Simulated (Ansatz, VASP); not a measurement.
One calculation of ZnS, two programs

Contents of POSCAR:

```
ZnS
1.0
    3.8093252807      0.0602328843     -0.0111307360
   -1.8524994324      3.2668539584      0.0335715773
   -0.0182075651      0.0528995144      6.2243244535
Zn S
2 2
Direct
    0.3914293758      0.6811787427     -0.0119964739
    0.6267969589      0.3194236276      0.4933110722
    0.3036895058      0.6728523402      0.3908897087
    0.6780841596      0.3265452895      0.8977956930
```

File INCAR.step1:

```
PREC     = Accurate       # precision mode
ENCUT    = 520            # plane-wave cutoff, eV
ISMEAR   = 0              # smearing method
SIGMA    = 0.05           # smearing width, eV
LREAL    = False          # projectors in reciprocal space
LASPH    = True           # aspherical terms in the spheres
NELM     = 80             # most SCF steps
NBANDS   = 26             # bands
GGA      = PE             # functional
ALGO     = Normal         # electronic algorithm
EDIFF    = 1E-4           # SCF threshold, eV
LWAVE    = True           # write WAVECAR
LCHARG   = False          # write CHGCAR
```

File INCAR.step2:

```
PREC     = Accurate       # precision mode
ENCUT    = 520            # plane-wave cutoff, eV
EDIFF    = 1E-6           # SCF threshold, eV
ISMEAR   = 0              # smearing method
SIGMA    = 0.05           # smearing width, eV
LREAL    = False          # projectors in reciprocal space
LASPH    = True           # aspherical terms in the spheres
NELM     = 80             # most SCF steps
ALGO     = Normal         # electronic algorithm
ISIF     = 2              # what is computed and relaxed
LWAVE    = False          # write WAVECAR
LCHARG   = True           # write CHGCAR
METAGGA  = R2SCAN         # meta-GGA
LMIXTAU  = True         
LELF     = True           # ELF
LVHAR    = True         
NBANDS   = 26             # bands
ISTART   = 1
```

KPOINTS

```
Automatic mesh
0
Gamma
  6 6 4
```

Input for Ansatz:

```yaml
crystal:
  lattice:
    - [3.8093252807, 0.0602328843, -0.011130736]
    - [-1.8524994324, 3.2668539584, 0.0335715773]
    - [-0.0182075651, 0.0528995144, 6.2243244535]
  atoms:
    - { symbol: Zn, position: [0.3914293758, 0.6811787427, -0.0119964739] }
    - { symbol: Zn, position: [0.6267969589, 0.3194236276, 0.4933110722] }
    - { symbol: S, position: [0.3036895058, 0.6728523402, 0.3908897087] }
    - { symbol: S, position: [0.6780841596, 0.3265452895, 0.897795693] }
basis:
  ecutwfc: 500
kpoints:
  mp_grid: { grid: [6, 6, 4] }
hamiltonian:
  xc: r2scan
scf:
  occupations: { method: gaussian, width: 0.05 }
output:
  forces: true
  stress: true
  eigenvalues: true
```

Change from the starting cell: all atoms moved at random (sigma 0.1 Å a component), cell strained at random (sigma 0.01).

Alike in both runs: task single point; functional r2SCAN; k mesh 6 × 6 × 4; occupations gaussian, width 0.05 eV; no spin polarisation.

|  | VASP | Ansatz |
| --- | --- | --- |
| version | VASP 6.6.1 | Ansatz 0.2.0 |
| potentials or method | VASP PAW PBE potentials, release 64 (Zn, S), cutoff 520 eV | scalar-relativistic, plane waves, PAW |
| valence electrons in the cell | 36 | 36 |

Ansatz gave:

```
gap on the k mesh at the Fermi level (eV)                     : 2.81
least direct gap on the mesh (eV)                             : 2.81
pressure (GPa)                                                : 2.1
traceless stress, the component that is largest in VASP (GPa) : 4.10
rms of the force components (eV/Å)                            : 0.710
```

What did VASP give for the same quantities?

gap on the k mesh at the Fermi level (eV): 2.82; least direct gap on the mesh (eV): 2.82; pressure (GPa): 2.2; traceless stress, the component that is largest in VASP (GPa): 4.15; rms of the force components (eV/Å): 0.717.

VASP's potentials were made for PBE, not for r2SCAN. Atom by atom the forces differ by 0.008 eV/Å (rms over components).
